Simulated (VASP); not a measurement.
Crystal: TeAs.

```xyz
2
Lattice="3.6500 0.0000 0.0000 0.0000 3.6500 0.0000 0.0000 0.0000 3.6500" Properties=species:S:1:pos:R:3 pbc="T T T"
Te    0.0000    0.0000    0.0000
As    1.8250    1.8250    1.8250
```

- Program: VASP 6.6.1
- Task: relaxation of cell and atoms
- Functional: LDA
- Potentials or basis: VASP PAW LDA potentials, release 64 (Te, As)
- Cutoff: 600 eV
- k mesh: 13 × 13 × 13
- Occupations: fermi-dirac, width 0.02 eV
- Spin: no spin polarisation

At the start: pressure -6.5 GPa; volume 24.31 Å³/atom.

How do energy, volume and symmetry change on relaxing?

Over 3 steps the energy falls by 50.3 meV/atom and the volume is 22.06 Å³/atom (-9.3 %); space group Pm-3m (No. 221, to 0.05 Å).

The path:
| step | energy change (eV) | largest force (eV/Å) | pressure (GPa) | volume (Å³) |
| --- | --- | --- | --- | --- |
| 1 | 0.0000 | 0.0000 | -6.45 | 48.63 |
| 2 | -0.0723 | 0.0000 | 4.56 | 42.05 |
| 3 | -0.1005 | 0.0000 | 0.01 | 44.12 |

Final structure:
```
Te As
1.0
     3.53366    0.00000    0.00000
     0.00000    3.53366    0.00000
     0.00000    0.00000    3.53366
Te As
1 1
Cartesian
  0.0000 0.0000 0.0000
  1.7668 1.7668 1.7668
```
